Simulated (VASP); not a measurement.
Input of a VASP 6.6.1 run:

Contents of INCAR:

```
SYSTEM = MgReP3
  PREC = Accurate
  ENCUT = 840
  EDIFF = 1E-7
  ISMEAR = 0
  SIGMA = 0.2
  LREAL = .FALSE.
  LASPH = .TRUE.
  NELM = 120
  ALGO = Normal
  ISIF = 3
  LWAVE = .FALSE.
  LCHARG = .FALSE.
  GGA = PE
  IBRION = 2
  NSW = 36
  EDIFFG = -0.08
  GGA_COMPAT = .FALSE.
  NELMIN = 4
```

KPOINTS

```
Automatic mesh
0
G
  4 4 4
  0 0 0
```

File POSCAR:

```
MgReP3
1.0
    3.4795105600     -3.8631120500      0.0000000000
    3.4795105600      3.8631120500      0.0000000000
   -2.1302309800      0.0000000000      4.0310342900
Mg Re P
1 1 3
Direct
    0.5000000000      0.5000000000      0.0000000000
    0.0000000000      0.0000000000      0.0000000000
    0.6668966300      0.3331033700      0.5000000000
    0.3331033700      0.6668966300      0.5000000000
    0.0000000000      0.0000000000      0.5000000000
```

Potentials or basis: VASP PAW PBE potentials, release 64 (Mg_sv, Re_sv_GW, P).

Run with:

```sh
$ cat potpaw_PBE.64/Mg_sv/POTCAR potpaw_PBE.64/Re_sv_GW/POTCAR potpaw_PBE.64/P/POTCAR > POTCAR
$ mpirun -np 1 vasp_std > vasp.out
```

Task: Predict the band gap on the k mesh.

Result: Zero (bands 20 and 21 overlap by 0.72 eV).

Task: Estimate the relaxed cell.

Result: a = 4.866 Å, b = 4.866 Å, c = 4.997 Å, α = 120.45°, β = 120.45°, γ = 92.46°.

Forces in eV/Å, atoms in the order of the input:
```
Mg   0.000  0.000  0.000
Re   0.000  0.000  0.000
P    0.000  0.049  0.000
P    0.000 -0.049  0.000
P    0.000  0.000  0.000
```

Caveat: the k points lie up to 0.41 Å⁻¹ apart in the final cell, too coarse for converged energies and pressures of a metal; spin-orbit coupling is left out, which moves the levels of the heavy elements; the relaxation stopped at a loose force limit of 0.08 eV/Å, so its end isn't a converged minimum.
